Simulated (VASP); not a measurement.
Set up this calculation in VASP 6.6.1, as the native input.

```
Task                   : single point
Functional             : PBE
Potentials or basis    : VASP PAW PBE potentials, release 64 (Br)
Cutoff                 : 520 eV
k mesh                 : 7 × 7 × 3
Occupations            : fermi-dirac, width 0.05 eV
Spin                   : no spin polarisation
Dipole correction      : no
Further INCAR settings : ALGO = Normal; EDIFF = 1e-06; NBANDS = 22
```

The structure of Br lies in POSCAR:

```
Br
1.0
    3.1721564130     -1.9794425879      0.0000000000
    3.1721564130      1.9794425879      0.0000000000
    0.0000000000      0.0000000000      8.3954843520
Br
4
Direct
    0.3367626272      0.6632373728      0.3794922849
    0.1632373728      0.8367626272      0.8794922849
    0.6632373728      0.3367626272      0.6205077151
    0.8367626272      0.1632373728      0.1205077151
```

The input as run:

INCAR

```
ALGO = Normal ; EDIFF = 1E-6
ENCUT = 520 ; GGA = PE
ISIF = 2 ; ISMEAR = -1
LASPH = T ; LCHARG = F
LREAL = F ; LWAVE = F
NBANDS = 22 ; NELM = 100
PREC = Accurate ; SIGMA = 0.05
```

KPOINTS

```
k-points
0
Gamma
  7 7 3
```

Potentials or basis: VASP PAW PBE potentials, release 64 (Br).

The run is started by

```bash
$ cat potpaw_PBE.64/Br/POTCAR > POTCAR
$ mpirun -np 1 vasp_std > vasp.out
```

Results of the run:

| Item | Value |
| --- | --- |
| Pressure | 5.0 GPa |
| Largest force | 0.003 eV/Å |
| Band gap on the k mesh | 1.19 eV, indirect (least direct gap 1.43 eV) |

Run time: 34 s on 1 thread of Oxide Virtual Turin-like Processor, with other jobs on the host, peak memory 0.19 GiB.
